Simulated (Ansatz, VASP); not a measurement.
# NiO in VASP and in Ansatz

Contents of INCAR:

```
SYSTEM = NiO
PREC = Accurate
ENCUT = 600
EDIFF = 1E-7
ISMEAR = -1
SIGMA = 0.05
LREAL = .FALSE.
LASPH = .TRUE.
NELM = 150
ALGO = Normal
ISIF = 3
LWAVE = .FALSE.
LCHARG = .FALSE.
ISPIN = 2
MAGMOM = 1 0
LORBIT = 11
LMAXMIX = 4
GGA = RP
IBRION = 2
NSW = 60
EDIFFG = -0.01
```

KPOINTS

```
Automatic mesh
0
G
  11 11 11
  0 0 0
```

File POSCAR:

```
NiO
1.0
    0.0000000000      2.0859016414      2.0859016414
    2.0859016414      0.0000000000      2.0859016414
    2.0859016414      2.0859016414      0.0000000000
Ni O
1 1
Direct
    0.0000000000      0.0000000000      0.0000000000
    0.5000000000      0.5000000000      0.5000000000
```

Contents of input.yaml:

```yaml
crystal:
  lattice:
    - [0.0, 2.0859016414, 2.0859016414]
    - [2.0859016414, 0.0, 2.0859016414]
    - [2.0859016414, 2.0859016414, 0.0]
  atoms:
    - { symbol: Ni, position: [0.0, 0.0, 0.0], spin: 1.0 }
    - { symbol: O, position: [0.5, 0.5, 0.5] }
hamiltonian:
  xc: rpbe
  pseudopotentials: { kind: paw }
magnetization:
  spin_polarized: true
kpoints:
  mp_grid: { grid: [11, 11, 11] }
scf:
  occupations: { method: fermi_dirac, width: 0.05 }
output:
  forces: true
  stress: true
  eigenvalues: true
relax:
  f_tol: 0.01
  max_steps: 40
  cell: { stress_tol: 0.05 }
```

Alike in both runs: task relaxation of cell and atoms; functional RPBE; k mesh 11 × 11 × 11; occupations fermi-dirac, width 0.05 eV; collinear spin.

|  | VASP | Ansatz |
| --- | --- | --- |
| version | VASP 6.6.1 | Ansatz 0.2.0 |
| potentials or method | VASP PAW PBE potentials, release 64 (Ni, O) | Ansatz PAW |
| plane-wave cutoff (eV) | 600 | 420 |
| valence electrons in the cell | 16 | 24 |

Ansatz gave:

| Quantity | Value |
| --- | --- |
| gap on the k mesh at the Fermi level, each at its own relaxed structure (eV) | none |
| net moment per atom (μB) | 0.97 |
| size of the moment on the site where the two differ most (μB) | 0.32 |
| relaxed volume (Å³/atom) | 9.76 |
| relaxed cell length with the largest relative difference (Å) | 3.022 |

Task: What did VASP give for the same quantities?

Result: gap on the k mesh at the Fermi level, each at its own relaxed structure (eV): none; net moment per atom (μB): 0.96; size of the moment on the site where the two differ most (μB): 0.30; relaxed volume (Å³/atom): 9.74; relaxed cell length with the largest relative difference (Å): 3.020.

VASP's potentials were made for PBE, not for RPBE. Site moments also hang on the region over which each program counts them. A gap of «none» marks a metal or a gap that the smearing closes. VASP's potentials hold 16 valence electrons a cell and Ansatz's 24, so a difference there can come from the potentials and not from the codes.

Noted on Ansatz's run: the plane-wave basis is chosen anew once the cell has moved, so the energies of steps on either side of that aren't comparable.
